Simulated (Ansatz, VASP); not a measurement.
One calculation of Cu, two programs

The input INCAR:

```
ALGO = Normal ; EDIFF = 1E-7
ENCUT = 520 ; GGA = RP
ISIF = 2 ; ISMEAR = -1
LASPH = T ; LCHARG = T
LELF = T ; LREAL = F
LVHAR = T ; LWAVE = F
NBANDS = 12 ; NELM = 80
PREC = Accurate ; SIGMA = 0.1
```

The input KPOINTS:

```
k-points
0
Gamma
  17 17 17
```

The input POSCAR:

```
Cu
1.0
   -1.5160524244      1.5160524244      1.5160524244
    1.5160524244     -1.5160524244      1.5160524244
    1.5160524244      1.5160524244     -1.5160524244
Cu
1
Direct
    0.0000000000      0.0000000000      0.0000000000
```

Input for Ansatz:

```yaml
crystal:
  lattice:
    - [-1.5160524244, 1.5160524244, 1.5160524244]
    - [1.5160524244, -1.5160524244, 1.5160524244]
    - [1.5160524244, 1.5160524244, -1.5160524244]
  atoms:
    - { symbol: Cu, position: [0.0, 0.0, 0.0] }
hamiltonian:
  xc: rpbe
  pseudopotentials:
    kind: paw
    azcp:
      Cu: "pseudopotentials/Cu.paw.azcp"
basis:
  ecutwfc: 420
  fft_grid_basis: typed
kpoints:
  mp_grid: { grid: [17, 17, 17], shift: [0, 0, 0] }
magnetization:
  spin_polarized: false
scf:
  occupations: { method: fermi_dirac, width: 0.1 }
  lower_state_search: "off"
output:
  stress: true
```

Alike in both runs: task single point; functional RPBE; k mesh 17 × 17 × 17; occupations fermi-dirac, width 0.1 eV; no spin polarisation.

```csv
,VASP,Ansatz
version,VASP 6.6.1,Ansatz 0.2.0
potentials or method,"VASP PAW PBE potentials, release 64 (Cu), cutoff 520 eV","plane waves (420 eV) with PAW, scalar-relativistic"
valence electrons in the cell,11,19
```

```csv
,VASP,Ansatz,Ansatz less VASP
pressure (GPa),-9.8,-10.3,-0.46
```

VASP's potentials were made for PBE, not for RPBE. VASP's potentials hold 11 valence electrons a cell and Ansatz's 19, so a difference there can come from the potentials and not from the codes.
